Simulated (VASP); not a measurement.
# ScGa3N2 (Pm) in VASP: single point with PBE

Aim: the single point of ScGa3N2 with PBE.

Everything below comes from runs of VASP 6.6.1. Logs are shortened: lines on timing, memory, paths and dates and some standing lists are left out, and cuts for length are marked.

### Step 1. The cell of the first run

Symmetry: Pm, No. 6, monoclinic system. Conventional cell: a = 5.154 Å, b = 3.151 Å, c = 5.678 Å, α = 90.00°, β = 108.43°, γ = 90.00°. Sc (site symmetry m) has 3 N at 2.19 to 2.34 Å and 3 Ga at 2.74 to 2.84 Å within 2.9 Å. Ga (site symmetry m) has 3 N at 1.91 to 2.10 Å within 2.5 Å. Within 4.3 Å of Ga (site symmetry m) lie 11 Ga at 2.53 to 4.04 Å and 4 Sc at 2.84 to 3.24 Å and 11 N at 2.86 to 4.26 Å. Ga (site symmetry m) has 3 N at 1.97 to 2.00 Å and 1 Ga at 2.53 Å within 2.6 Å. Within 2.5 Å of N (site symmetry m) lie 3 Ga at 1.91 to 1.97 Å and 1 Sc at 2.19 Å. N (site symmetry m) has 3 Ga at 2.00 to 2.10 Å and 2 Sc at 2.34 Å within 2.6 Å.

The cell was generated, and may not be a known phase.

### Step 2. Single point, PBE

Input file INCAR:

```
PREC = Accurate
ENCUT = 520
EDIFF = 1E-7
ISMEAR = 0
SIGMA = 0.1
LREAL = F
LASPH = T
NELM = 80
ALGO = Normal
ISIF = 2
LWAVE = F
LCHARG = T
GGA = PE
LELF = T
LVHAR = T
NBANDS = 39
```

Input file KPOINTS:

```
regular mesh
0
Gamma
  6 10 6
```

Input file POSCAR:

```
ScGa3N2
1.0
    5.1535671344      0.0000000000     -0.0210525748
    0.0000000000      3.1505656582      0.0000000000
   -1.7735003929      0.0000000000      5.3944064355
Sc Ga N
1 3 2
Direct
    0.2866315709      0.5000000000      0.2051495390
    0.7689656716      0.5000000000      0.8725133533
    0.7634962791      0.0000000000      0.2692591611
    0.2035053245      0.0000000000      0.6296709139
    0.4274282478      0.5000000000      0.6116949012
    0.0499738862      0.0000000000      0.9117101515
```

Potentials or basis: VASP PAW PBE potentials, release 64 (Sc_sv, Ga_d, N).

Command:

```bash
$ cat potpaw_PBE.64/Sc_sv/POTCAR potpaw_PBE.64/Ga_d/POTCAR potpaw_PBE.64/N/POTCAR > POTCAR
$ mpirun -np 1 vasp_std > vasp.out
```

OUTCAR:

```text
PREC = Accurate
   ENCUT = 520
   EDIFF = 1E-7
   ISMEAR = 0
   LREAL = F
   LASPH = T
   NELM = 80
   ISIF = 2
   GGA = PE

 ion  position               nearest neighbor table
   1  0.287  0.500  0.205-   5 2.19   6 2.34   6 2.34   2 2.74   3 2.84   3 2.84   4 3.02   4 3.02

   2  0.769  0.500  0.873-   5 1.91   6 2.10   6 2.10   1 2.74   3 2.76   3 2.76
   3  0.763  0.000  0.269-   4 2.53   2 2.76   2 2.76   1 2.84   1 2.84
   4  0.204  0.000  0.630-   5 1.97   5 1.97   6 2.00   3 2.53   1 3.02   1 3.02
   5  0.427  0.500  0.612-   2 1.91   4 1.97   4 1.97   1 2.19
   6  0.050  0.000  0.912-   4 2.00   2 2.10   2 2.10   1 2.34   1 2.34

  LATTYP: Found a simple monoclinic cell.
 ALAT       =     5.1536101346
 B/A-ratio  =     0.6113317802
 C/A-ratio  =     1.1018414861
 COS(beta)  =    -0.3161986469

  Lattice vectors:

 A1 = (   5.1535671344,   0.0000000000,  -0.0210525748)
 A2 = (   0.0000000000,   3.1505656582,   0.0000000000)
 A3 = (  -1.7735003929,   0.0000000000,   5.3944064355)

Analysis of symmetry for initial positions (statically):
=====================================================================
 Subroutine PRICEL returns:
 Original cell was already a primitive cell.

 Routine SETGRP: Setting up the symmetry group for a
 simple monoclinic supercell.

 Subroutine GETGRP returns: Found  2 space group operations
 (whereof  2 operations were pure point group operations)
 out of a pool of  4 trial point group operations.

The static configuration has the point symmetry C_1h.

Analysis of symmetry for dynamics (positions and initial velocities):
=====================================================================
 Subroutine PRICEL returns:
 Original cell was already a primitive cell.

 Routine SETGRP: Setting up the symmetry group for a
 simple monoclinic supercell.

 Subroutine GETGRP returns: Found  2 space group operations
 (whereof  2 operations were pure point group operations)
 out of a pool of  4 trial point group operations.

The dynamic configuration has the point symmetry C_1h.

 Subroutine INISYM returns: Found  2 space group operations
 (whereof  2 operations are pure point group operations),
 and found     1 'primitive' translations

----------------------------------------------------------------------------------------

                                     Primitive cell

  volume of cell :      87.4695

  direct lattice vectors                    reciprocal lattice vectors
     5.153567134  0.000000000 -0.021052575     0.194301308  0.000000000  0.063879771
[... 100 lines left out ...]
   ISIF   =      2    stress and relaxation
   ISYM   =      2    0-nonsym 1-usesym 2-fastsym
   POTIM  = 0.5000    time-step for ionic-motion
   TEBEG  =    0.0;   TEEND  =   0.0 temperature during run
   PSTRESS=    0.0 pullay stress
   NELECT =      60.0000    total number of electrons
   NUPDOWN=      -1.0000    fix difference up-down
   EMIN   =  10.00;   EMAX   =-10.00  energy-range for DOS
   EFERMI =   0.00;   METHOD = LEGACY
   ISMEAR =     0;   SIGMA  =   0.10  broadening in eV -4-tet -1-fermi 0-gaus
   EFERMI_NEDOS =   21; number of points for ismear=-14 and -15
   IALGO  =     38    algorithm
   IMIX   =      4    mixing-type and parameters
     AMIX     =   0.40;   BMIX     =  1.00
     AMIX_MAG =   1.60;   BMIX_MAG =  1.00
  volume/ion in A,a.u.               =      14.58        98.38
  Fermi-wavevector in a.u.,A,eV,Ry     =   1.443798  2.728383 28.362059  2.084553
  Thomas-Fermi vector in A             =   2.562165
   LORBIT       =      0    0 simple, 1 ext, 2 COOP (PROOUT), +10 PAW based schemes
   GGA     = PE    functional components
   LHFCALC =     F    Hartree Fock is set to
   AEXX    =    0.0000 exact exchange contribution
   IVDW    =     0    specifies the selected vdW correction
   LEPSILON=     F    determine dielectric tensor
   LRPA    =     F    only Hartree local field effects (RPA)
 non-spin polarized calculation
 Gauss-broadening in eV      SIGMA  =   0.10
  energy-cutoff  :      520.00
  volume of cell :       87.47
 maximum number of plane-waves:      2376
 NGX is ok and might be reduce to    40
   NGX = 19   NGY = 11   NGZ = 21

 number of electron      59.9999973 magnetization

 Free energy of the ion-electron system (eV)
  ---------------------------------------------------
  ext. energy  EPLUGINS =         0.00000000
  ---------------------------------------------------
  free energy    TOTEN  =       -33.63667071 eV

  energy without entropy =      -33.63541130  energy(sigma->0) =      -33.63604100

 E-fermi :   5.9596     XC(G=0): -11.1380

 val. band max:        5.9353047622   @ k =   0.0000   0.3000   0.5000
 cond. band min:       5.9923027510   @ k =   0.0000   0.0000   0.0000
 fundamental gap:      0.0569979888
 Fermi energy:         5.9596058681

 k-point     1 :       0.0000    0.0000    0.0000
  band No.  band energies     occupation
      1     -43.9204      2.00000
      2     -22.6627      2.00000
      3     -22.5658      2.00000
      4     -22.3849      2.00000
      5     -10.6332      2.00000
      6     -10.0545      2.00000
[... 997 lines left out ...]
     38      10.3540      0.00000
     39      10.8829      0.00000

 [... further k-points ...]

------------------------ aborting loop because EDIFF is reached ----------------------------------------

  FORCE on cell =-STRESS in cart. coord.  units (eV):
  Direction    XX          YY          ZZ          XY          YZ          ZX
  --------------------------------------------------------------------------------------
  -------------------------------------------------------------------------------------
  Total        0.1259389      0.1258366      0.1763124      0.0000000      0.0000000      0.0278370
  in kB        2.3068220      2.3049484      3.2295121      0.0000000      0.0000000      0.5098898
  external PRESSURE =       2.6137608 kB  Pullay stress =       0.0000000 kB

 VOLUME and BASIS-vectors are now :
 -----------------------------------------------------------------------------
  energy-cutoff  :      520.00
  volume of cell :       87.47
      direct lattice vectors                 reciprocal lattice vectors
     5.153567134  0.000000000 -0.021052575     0.194301308  0.000000000  0.063879771
     0.000000000  3.150565658  0.000000000     0.000000000  0.317403320  0.000000000
    -1.773500393  0.000000000  5.394406435     0.000758293  0.000000000  0.185626509

 POSITION                                       TOTAL-FORCE (eV/Angst)
 -----------------------------------------------------------------------------------
      1.11334      1.57528      1.10063         0.016473      0.000000     -0.005973
      2.41551      1.57528      4.69050        -0.024688      0.000000     -0.005035
      3.45720      0.00000      1.43642        -0.002731      0.000000      0.002690
     -0.06794      0.00000      3.39242        -0.001304      0.000000     -0.000964
      1.11794      1.57528      3.29073         0.008215      0.000000      0.031334
     -1.35937      0.00000      4.91708         0.004035      0.000000     -0.022051
 -----------------------------------------------------------------------------------
    total drift:                                0.000872     -0.000000      0.000354

  FREE ENERGIE OF THE ION-ELECTRON SYSTEM (eV)
  ---------------------------------------------------
  free  energy   TOTEN  =       -33.6366707139 eV

  energy  without entropy=      -33.6354112958  energy(sigma->0) =      -33.63604100
```

OSZICAR:

```text
N       E                     dE             d eps       ncg     rms          rms(c)
DAV:   1     0.673711327737E+03    0.67371E+03   -0.27820E+04  9819   0.263E+03
DAV:   2     0.738942393594E+02   -0.59982E+03   -0.57871E+03  9447   0.680E+02
DAV:   3    -0.321819655294E+02   -0.10608E+03   -0.10222E+03 11447   0.212E+02
DAV:   4    -0.398685492482E+02   -0.76866E+01   -0.75850E+01 13670   0.590E+01
DAV:   5    -0.400566975772E+02   -0.18815E+00   -0.18753E+00 11887   0.906E+00    0.149E+01
DAV:   6    -0.338107060821E+02    0.62460E+01   -0.32361E+01 16843   0.446E+01    0.584E+00
DAV:   7    -0.337178218127E+02    0.92884E-01   -0.48386E+00 12117   0.197E+01    0.407E+00
DAV:   8    -0.336580699075E+02    0.59752E-01   -0.66535E-01 13630   0.677E+00    0.202E+00
DAV:   9    -0.336413560437E+02    0.16714E-01   -0.13581E-01 14241   0.377E+00    0.566E-01
DAV:  10    -0.336364173546E+02    0.49387E-02   -0.28121E-02 12264   0.217E+00    0.285E-01
DAV:  11    -0.336363767573E+02    0.40597E-04   -0.84752E-03 11045   0.994E-01    0.167E-01
DAV:  12    -0.336366593915E+02   -0.28263E-03   -0.20247E-03 12810   0.435E-01    0.691E-02
DAV:  13    -0.336366581105E+02    0.12809E-05   -0.31688E-04 12625   0.293E-01    0.334E-02
DAV:  14    -0.336366704782E+02   -0.12368E-04   -0.13221E-04 12678   0.126E-01    0.116E-02
DAV:  15    -0.336366703330E+02    0.14517E-06   -0.18162E-05 12663   0.433E-02    0.507E-03
DAV:  16    -0.336366705574E+02   -0.22435E-06   -0.40097E-06 11572   0.313E-02    0.166E-03
DAV:  17    -0.336366707019E+02   -0.14447E-06   -0.11305E-06 11832   0.127E-02    0.897E-04
DAV:  18    -0.336366707139E+02   -0.12031E-07   -0.14008E-07  7026   0.475E-03
   1 F= -.33636671E+02 E0= -.33636041E+02  d E =-.125942E-02
```

stdout:

```text
POSCAR found type information on POSCAR ScGaN
 POSCAR found :  3 types and       6 ions
 scaLAPACK will be used
 LDA part: xc-table for (Slater+PW92), standard interpolation
 POSCAR, INCAR and KPOINTS ok, starting setup
 FFT: planning ... GRIDC
 FFT: planning ... GRID_SOFT
 FFT: planning ... GRID
 WAVECAR not read
 entering main loop
```

Run time: 6.8 min. Hardware: 1 thread of Intel Xeon Platinum 8488C (Sapphire Rapids), shared host; peak memory 0.45 GiB.

Results:

| Quantity | Value |
| --- | --- |
| Free energy | -33.6367 eV |
| Pressure | 0.3 GPa |
| Largest force | 0.032 eV/Å |
| Band gap on the k mesh | zero (bands 30 and 31 overlap by 0.06 eV) |

Forces in eV/Å, atoms in the order of the input:
```
Sc   0.016  0.000 -0.006
Ga  -0.025  0.000 -0.005
Ga  -0.003  0.000  0.003
Ga  -0.001  0.000 -0.001
N    0.008  0.000  0.031
N    0.004  0.000 -0.022
```

Levels at points of the mesh, in eV from the Fermi level:
```csv
k point,band 27,band 28,band 29,band 30,band 31,band 32,band 33,band 34
"(0.00, 0.00, 0.00)",-3.13,-2.36,-1.43,0.03,0.30,1.44,2.32,2.51
"(0.50, 0.00, 0.00)",-2.91,-2.55,-2.18,-0.77,0.53,1.82,2.02,2.14
"(0.00, 0.50, 0.00)",-3.66,-3.51,-2.81,-2.22,0.59,1.44,1.72,2.47
"(0.50, 0.50, 0.00)",-3.69,-3.37,-2.32,-0.34,0.67,1.14,1.45,1.75
"(0.00, 0.00, 0.50)",-2.89,-2.02,-1.97,-0.45,0.40,1.68,2.33,2.57
"(0.50, 0.00, 0.50)",-2.97,-2.51,-1.71,-0.73,0.43,1.72,1.97,2.03
"(0.00, 0.50, 0.50)",-3.58,-3.53,-2.92,-0.89,0.96,1.46,1.70,2.21
"(0.50, 0.50, 0.50)",-4.32,-2.88,-1.65,-0.63,0.75,0.79,1.42,1.44
```

The gap in the log of VASP goes by the Fermi energy; the results here count the filled bands.